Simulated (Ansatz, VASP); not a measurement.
**One calculation of B3P, two programs**

```xyz
4
Lattice="4.0879 0.0000 0.0000 -2.0439 3.5402 0.0000 0.0000 0.0000 2.9421" Properties=species:S:1:pos:R:3 pbc="T T T"
B     1.1869    1.6749    1.4710
B     2.0439    0.1904    1.4710
B     2.9010    1.6749    1.4710
P     0.0000    2.3601    0.0000
```

Alike in both runs: functional PBE; k mesh 6 × 6 × 6; occupations gaussian, width 0.1 eV; no spin polarisation.

Ansatz relaxed the structure, and its values are those at the end. VASP's run is a single point on that final structure, the one shown.

```csv
,VASP,Ansatz
version,VASP 6.6.1,Ansatz 0.2.0
potentials or method,"VASP PAW PBE potentials, release 64 (B, P), cutoff 500 eV","scalar-relativistic, plane waves, PAW"
valence electrons in the cell,14,14
```

```tsv
	VASP	Ansatz	Ansatz less VASP
gap on the k mesh at the Fermi level (eV)	none	none	-
pressure (GPa)	-0.3	-0.2	+0.19
rms of the force components (eV/Å)	0.018	0.004	-0.0133
```

A gap of «none» marks a metal or a gap that the smearing closes.
